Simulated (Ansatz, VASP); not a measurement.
**MgO: VASP beside Ansatz**

```xyz
12
Lattice="5.6335 0.0000 0.0000 0.0000 5.6335 0.0000 0.0000 0.0000 5.6335" Properties=species:S:1:pos:R:3 pbc="T T T"
Mg    1.4084   -0.0750    2.8168
Mg    0.0000    2.8918    1.4084
Mg    2.8168    4.2252    0.0000
Mg    4.2252   -0.0750    2.8168
Mg    0.0000    2.8918    4.2252
Mg    2.8168    1.4084    0.0000
O     1.4084    2.8756    0.0000
O     2.8168   -0.0588    1.4084
O     0.0000    4.2252    2.8168
O     4.2252    2.8756    0.0000
O     2.8168   -0.0588    4.2252
O     0.0000    1.4084    2.8168
```

Change from the starting cell: mode 14 frozen in at -0.075 Å and mode 24 at +0.000 Å (largest displacements).

Alike in both runs: task single point; functional PBE; k mesh 4 × 4 × 4; occupations gaussian, width 0.05 eV; no spin polarisation.

|  | VASP | Ansatz |
| --- | --- | --- |
| version | VASP 6.6.1 | Ansatz 0.2.0 |
| potentials or method | VASP PAW PBE potentials, release 64 (Mg, O), cutoff 520 eV | scalar-relativistic, plane waves, PAW |
| valence electrons in the cell | 48 | 96 |

VASP gave:

```
gap on the k mesh at the Fermi level (eV) : 2.85
least direct gap on the mesh (eV)         : 2.85
pressure (GPa)                            : 0.0
rms of the force components (eV/Å)        : 0.324
```

Q: What did Ansatz give for the same quantities?

A: gap on the k mesh at the Fermi level (eV): 2.86; least direct gap on the mesh (eV): 2.87; pressure (GPa): 0.3; rms of the force components (eV/Å): 0.321.

Atom by atom the forces differ by 0.003 eV/Å (rms over components). VASP's potentials hold 48 valence electrons a cell and Ansatz's 96, so a difference there can come from the potentials and not from the codes.
